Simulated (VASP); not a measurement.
# BeH (Cmmm) in VASP: relaxation of cell and atoms with PBE

Aim: the relaxation of cell and atoms of BeH with PBE.

All numbers are computed with VASP 6.6.1; they aren't measurements. Logs are shortened: lines on timing, memory, paths and dates and some standing lists are left out, and cuts for length are marked.

## 1. The cell of the first run

It takes space group Cmmm (No. 65, orthorhombic). Conventional cell: a = 4.628 Å, b = 5.368 Å, c = 4.476 Å, α = 90.00°, β = 90.00°, γ = 90.00°. Within 2.8 Å of Be (site symmetry m) lie 7 Be at 1.78 to 2.80 Å and 8 H at 1.85 to 2.65 Å. Within 1.3 Å of H (site symmetry m) lie 1 H at 0.99 Å.

The cell was generated, and may not be a known phase.

## 2. Relaxation of cell and atoms, PBE

File INCAR:

```
SYSTEM = BeH
  PREC = Accurate
  ENCUT = 600
  EDIFF = 1E-7
  ISMEAR = 0
  SIGMA = 0.1
  LREAL = .False.
  LASPH = .True.
  NELM = 60
  ALGO = Normal
  ISIF = 3
  LWAVE = .False.
  LCHARG = .False.
  GGA = PE
  IBRION = 2
  NSW = 90
  EDIFFG = -0.04
```

File KPOINTS:

```
Automatic mesh
0
Gamma
  6 6 4
  0 0 0
```

File POSCAR:

```
BeH
1.0
    2.3139894675     -2.6839821315      0.0000000000
    2.3139894675      2.6839821315      0.0000000000
    0.0000000000      0.0000000000      4.4759488320
Be H
4 4
Direct
    0.3021708980      0.3021708980      0.3007848411
    0.6978291020      0.6978291020      0.3007848411
    0.3021708980      0.3021708980      0.6992151589
    0.6978291020      0.6978291020      0.6992151589
    0.9403840202      0.2737173535      0.0000000000
    0.7262826465      0.0596159798      0.0000000000
    0.0596159798      0.7262826465      0.0000000000
    0.2737173535      0.9403840202      0.0000000000
```

Potentials or basis: VASP PAW PBE potentials, release 64 (Be, H).

Command:

```console
$ cat potpaw_PBE.64/Be/POTCAR potpaw_PBE.64/H/POTCAR > POTCAR
$ mpirun -np 1 vasp_std > vasp.out
```

OUTCAR:

```text
SYSTEM = BeH
   PREC = Accurate
   ENCUT = 600
   EDIFF = 1E-7
   ISMEAR = 0
   LREAL = .False.
   LASPH = .True.
   NELM = 60
   ISIF = 3
   GGA = PE
   IBRION = 2
   NSW = 90
   EDIFFG = -0.04

 ion  position               nearest neighbor table
   1  0.302  0.302  0.301-   3 1.78   2 1.83
   2  0.698  0.698  0.301-   4 1.78   1 1.83
   3  0.302  0.302  0.699-   1 1.78   4 1.83
   4  0.698  0.698  0.699-   2 1.78   3 1.83
   5  0.940  0.274  0.000-
   6  0.726  0.060  0.000-
   7  0.060  0.726  0.000-
   8  0.274  0.940  0.000-

  LATTYP: Found a base centered orthorhombic cell.
 ALAT       =     4.6279789350
 B/A-ratio  =     1.1598938410
 C/A-ratio  =     0.9671497850

  Lattice vectors:

 A1 = (   2.3139894675,  -2.6839821315,   0.0000000000)
 A2 = (   2.3139894675,   2.6839821315,   0.0000000000)
 A3 = (   0.0000000000,   0.0000000000,   4.4759488320)

Analysis of symmetry for initial positions (statically):
=====================================================================
 Subroutine PRICEL returns:
 Original cell was already a primitive cell.

 Routine SETGRP: Setting up the symmetry group for a
 base centered orthorhombic supercell.

 Subroutine GETGRP returns: Found  8 space group operations
 (whereof  8 operations were pure point group operations)
 out of a pool of  8 trial point group operations.

The static configuration has the point symmetry D_2h.

Analysis of symmetry for dynamics (positions and initial velocities):
=====================================================================
 Subroutine PRICEL returns:
 Original cell was already a primitive cell.

 Routine SETGRP: Setting up the symmetry group for a
 base centered orthorhombic supercell.

 Subroutine GETGRP returns: Found  8 space group operations
 (whereof  8 operations were pure point group operations)
 out of a pool of  8 trial point group operations.

The dynamic configuration has the point symmetry D_2h.

 Subroutine INISYM returns: Found  8 space group operations
 (whereof  8 operations are pure point group operations),
 and found     1 'primitive' translations

----------------------------------------------------------------------------------------

                                     Primitive cell

  volume of cell :      55.5976

  direct lattice vectors                    reciprocal lattice vectors
     2.313989467 -2.683982132  0.000000000     0.216077042 -0.186290361  0.000000000
     2.313989467  2.683982132  0.000000000     0.216077042  0.186290361  0.000000000
     0.000000000  0.000000000  4.475948832     0.000000000  0.000000000  0.223416316

  length of vectors
     3.543770215  3.543770215  4.475948832     0.285295262  0.285295262  0.223416316

  position of ions in fractional coordinates (direct lattice)
     0.302170898  0.302170898  0.300784841
     0.697829102  0.697829102  0.300784841
     0.302170898  0.302170898  0.699215159
     0.697829102  0.697829102  0.699215159
     0.940384020  0.273717353  0.000000000
     0.726282647  0.059615980  0.000000000
     0.059615980  0.726282647  0.000000000
     0.273717353  0.940384020  0.000000000

  ion indices of the primitive-cell ions
   primitive index   ion index
                 1           1
                 2           2
                 3           3
                 4           4
                 5           5
                 6           6
                 7           7
                 8           8

----------------------------------------------------------------------------------------

 KPOINTS: Automatic mesh

Automatic generation of k-mesh.
 Grid dimensions read from file:
 generate k-points for:    6    6    4

 Generating k-lattice:

  Cartesian coordinates                     Fractional coordinates (reciprocal lattice)
     0.036012840 -0.031048393  0.000000000     0.166666667  0.000000000  0.000000000
     0.036012840  0.031048393  0.000000000     0.000000000  0.166666667  0.000000000
     0.000000000  0.000000000  0.055854079     0.000000000  0.000000000  0.250000000

  Length of vectors
     0.047549210  0.047549210  0.055854079

  Shift w.r.t. Gamma in fractional coordinates (k-lattice)
     0.000000000  0.000000000  0.000000000

 Subroutine IBZKPT returns following result:
 ===========================================

 Found     39 irreducible k-points:

 Following reciprocal coordinates:
            Coordinates               Weight
  0.000000  0.000000  0.000000      1.000000
  0.166667  0.000000  0.000000      4.000000
  0.333333  0.000000  0.000000      4.000000
  0.500000  0.000000  0.000000      2.000000
  0.166667  0.166667  0.000000      2.000000
  0.333333  0.166667  0.000000      4.000000
[... 16 lines left out ...]
  0.333333  0.333333  0.250000      4.000000
  0.500000  0.333333  0.250000      8.000000
 [... further k-points ...]
   k-points           NKPTS =     39   k-points in BZ     NKDIM =     39   number of bands    NBANDS=     11
   number of dos      NEDOS =    301   number of ions     NIONS =      8
   total plane-waves  NPLWV =  28224
   dimension x,y,z NGX =    28 NGY =   28 NGZ =   36
   dimension x,y,z NGXF=    56 NGYF=   56 NGZF=   72
   ions per type =               4   4
   NGX,Y,Z   is equivalent  to a cutoff of  13.14, 13.14, 13.37 a.u.
   NGXF,Y,Z  is equivalent  to a cutoff of  26.27, 26.27, 26.74 a.u.
 SYSTEM =  BeH
   PREC   = accura    normal or accurate (medium, high low for compatibility)
   ISTART =      0    job   : 0-new  1-cont  2-samecut
   ICHARG =      2    charge: 1-file 2-atom 10-const
   ISPIN  =      1    spin polarized calculation?
   LNONCOLLINEAR =      F non collinear calculations
   LSORBIT =      F    spin-orbit coupling
   LASPH  =      T    aspherical Exc in radial PAW
   ENCUT  =  600.0 eV  44.10 Ry    6.64 a.u.   7.08  7.08  8.94*2*pi/ulx,y,z
   NELM   =     60;   NELMIN=  2; NELMDL= -5     # of ELM steps
   EDIFF  = 0.1E-06   stopping-criterion for ELM
   LREAL  =      F    real-space projection
   EDIFFG = -.4E-01   stopping-criterion for IOM
   NSW    =     90    number of steps for IOM
   IBRION =      2    ionic relax: 0-MD 1-quasi-New 2-CG
   NFREE  =      1    steps in history (QN), initial steepest desc. (CG)
   ISIF   =      3    stress and relaxation
   ISYM   =      2    0-nonsym 1-usesym 2-fastsym
   POTIM  = 0.5000    time-step for ionic-motion
   TEBEG  =    0.0;   TEEND  =   0.0 temperature during run
   PSTRESS=    0.0 pullay stress
   NELECT =      12.0000    total number of electrons
   NUPDOWN=      -1.0000    fix difference up-down
   EMIN   =  10.00;   EMAX   =-10.00  energy-range for DOS
   EFERMI =   0.00;   METHOD = LEGACY
   ISMEAR =     0;   SIGMA  =   0.10  broadening in eV -4-tet -1-fermi 0-gaus
   EFERMI_NEDOS =   21; number of points for ismear=-14 and -15
   IALGO  =     38    algorithm
   IMIX   =      4    mixing-type and parameters
     AMIX     =   0.40;   BMIX     =  1.00
     AMIX_MAG =   1.60;   BMIX_MAG =  1.00
  volume/ion in A,a.u.               =       6.95        46.90
  Fermi-wavevector in a.u.,A,eV,Ry     =   0.982011  1.855733 13.120730  0.964346
  Thomas-Fermi vector in A             =   2.113062
   LORBIT       =      0    0 simple, 1 ext, 2 COOP (PROOUT), +10 PAW based schemes
   GGA     = PE    functional components
   LHFCALC =     F    Hartree Fock is set to
   AEXX    =    0.0000 exact exchange contribution
   IVDW    =     0    specifies the selected vdW correction
   LEPSILON=     F    determine dielectric tensor
   LRPA    =     F    only Hartree local field effects (RPA)
 conjugate gradient relaxation of ions
 non-spin polarized calculation
 Gauss-broadening in eV      SIGMA  =   0.10
  energy-cutoff  :      600.00
  volume of cell :       55.60
 maximum number of plane-waves:      1882
   NGX = 15   NGY = 15   NGZ = 17

--------------------------------------- Ionic step        1  -------------------------------------------

 number of electron      12.0000001 magnetization

 Free energy of the ion-electron system (eV)
  ---------------------------------------------------
  ext. energy  EPLUGINS =         0.00000000
  ---------------------------------------------------
  free energy    TOTEN  =       -19.49179765 eV

  energy without entropy =      -19.47776549  energy(sigma->0) =      -19.48478157

------------------------ aborting loop because EDIFF is reached ----------------------------------------

  FORCE on cell =-STRESS in cart. coord.  units (eV):
  Direction    XX          YY          ZZ          XY          YZ          ZX
  --------------------------------------------------------------------------------------
  -------------------------------------------------------------------------------------
  Total        7.9212924      1.9042721      2.3598596     -0.0000000      0.0000000      0.0000000
  in kB      228.2708849     54.8761315     68.0049677     -0.0000000      0.0000000      0.0000000
  external PRESSURE =     117.0506614 kB  Pullay stress =       0.0000000 kB
[... 787 lines left out ...]
 k-point    24 :       0.5000    0.3333    0.2500
  band No.  band energies     occupation
      1      -7.9982      2.00000
      2      -5.7364      2.00000
      3      -4.8502      2.00000
      4      -3.1114      2.00000
      5      -2.1189      2.00000
      6      -1.4328      2.00000
      7       0.7688      0.00000
      8       2.3514      0.00000
      9       3.4446      0.00000
     10       5.6183      0.00000
     11       6.4205      0.00000

 [... further k-points ...]

[... ionic steps 4 to 24 ...]

--------------------------------------- Ionic step       25  -------------------------------------------

 number of electron      11.9999998 magnetization

------------------------ aborting loop because EDIFF is reached ----------------------------------------

  FORCE on cell =-STRESS in cart. coord.  units (eV):
  Direction    XX          YY          ZZ          XY          YZ          ZX
  --------------------------------------------------------------------------------------
  -------------------------------------------------------------------------------------
  Total        0.0401690     -0.7726265     -0.2305802     -0.0000000      0.0000000      0.0000000
  in kB        0.7443042    -14.3162401     -4.2724927     -0.0000000      0.0000000      0.0000000
  external PRESSURE =      -5.9481428 kB  Pullay stress =       0.0000000 kB
[... 69 lines left out ...]
  energy  without entropy=      -25.4995692412  energy(sigma->0) =      -25.49956935

--------------------------------------- Ionic step       27  -------------------------------------------

 number of electron      12.0000000 magnetization

 Free energy of the ion-electron system (eV)
  ---------------------------------------------------
  ext. energy  EPLUGINS =         0.00000000
  ---------------------------------------------------
  free energy    TOTEN  =       -25.50453331 eV

  energy without entropy =      -25.50453283  energy(sigma->0) =      -25.50453307

 E-fermi :   0.2588     XC(G=0):  -7.5844

 val. band max:       -0.0157917285   @ k =   0.0000   0.0000   0.5000
 cond. band min:       0.5549886409   @ k =   0.5000   0.3333   0.5000
 fundamental gap:      0.5707803694
 Fermi energy:         0.2587752472

 k-point     1 :       0.0000    0.0000    0.0000
  band No.  band energies     occupation
      1      -8.4965      2.00000
      2      -4.0629      2.00000
      3      -3.9616      2.00000
      4      -2.2736      2.00000
      5      -2.2677      2.00000
      6      -1.8542      2.00000
      7       2.2332      0.00000
      8       3.6558      0.00000
      9       3.7439      0.00000
     10       5.4370      0.00000
     11       6.2363      0.00000
[... 357 lines left out ...]
  FREE ENERGIE OF THE ION-ELECTRON SYSTEM (eV)
  ---------------------------------------------------
  free  energy   TOTEN  =       -25.5045333067 eV

  energy  without entropy=      -25.5045328339  energy(sigma->0) =      -25.50453307

 reached required accuracy - stopping structural energy minimisation
```

Wall time 4 min (1 thread of AMD EPYC 9R45 (Zen 5), shared host); peak memory 0.15 GiB.

Results:

* Free energy: -25.5045 eV
* Relaxed volume: 10.62 Å³/atom
* Relaxed cell: a = 5.058 Å, b = 5.058 Å, c = 3.994 Å, α = 90.00°, β = 90.00°, γ = 123.73°
* Space group after relaxing (to 0.1 Å): Pmmm (No. 47)
* Energy gained by relaxing: 751.6 meV/atom
* Ionic steps: 27
* Pressure after relaxing: -0.3 GPa
* Largest force after relaxing: 0.037 eV/Å
* Band gap on the k mesh: 0.57 eV (least direct gap 0.88 eV)

Forces on the atoms (eV/Å):
```
Be  -0.036  0.000 -0.003
Be   0.036  0.000 -0.003
Be  -0.036  0.000  0.003
Be   0.036  0.000  0.003
H    0.011 -0.017  0.000
H   -0.011 -0.017  0.000
H   -0.011  0.017  0.000
H    0.011  0.017  0.000
```

The path:
```csv
step,energy change (eV),largest force (eV/Å),pressure (GPa),volume (Å³)
1,0.0000,4.2127,11.71,55.60
2,-1.9802,0.6317,-1.39,59.76
3,-2.0391,0.4400,-2.37,60.93
4,-2.0406,0.4393,-2.30,60.78
5,-2.2941,0.3949,-0.99,60.06
6,-2.6588,0.8592,8.66,57.39
7,-2.6918,0.4185,3.62,58.49
8,-2.7180,0.5338,5.53,58.02
9,-2.8814,0.4172,3.64,60.71
10,-2.8912,0.8607,3.11,61.91
11,-3.0162,0.9176,2.26,63.69
12,-3.4975,1.0068,-0.09,69.11
13,-4.5675,1.0547,-2.55,80.33
14,-5.2107,1.3375,-4.43,104.36
15,-5.3014,0.9258,-4.06,96.65
16,-5.5288,0.7251,-4.52,101.12
17,-5.5680,0.5940,-4.73,102.98
18,-5.7859,0.4061,-2.88,97.37
19,-5.8596,0.4177,-0.73,92.34
20,-5.9600,0.2618,-0.54,89.44
21,-5.9963,0.1792,-0.16,86.76
22,-5.9995,0.1998,0.08,86.56
23,-6.0006,0.1007,0.00,86.62
24,-6.0041,0.0353,-0.30,86.54
25,-6.0051,0.0528,-0.59,86.47
26,-6.0078,0.0435,-0.53,86.09
27,-6.0127,0.0365,-0.31,84.97
```

Final structure:
```xyz
8
Lattice="2.3851 -4.4600 0.0000 2.3851 4.4600 0.0000 0.0000 0.0000 3.9938" Properties=species:S:1:pos:R:3 pbc="T T T"
Be    1.1963    0.0000    0.9649
Be    3.5740    0.0000    0.9649
Be    1.1963    0.0000    3.0290
Be    3.5740    0.0000    3.0290
H     1.1893    1.0853    0.0000
H     3.5810    1.0853    0.0000
H     3.5810   -1.0853    0.0000
H     1.1893   -1.0853    0.0000
```

Caveat: the volume moved by over 15 % at a fixed basis, so the end points are rough.
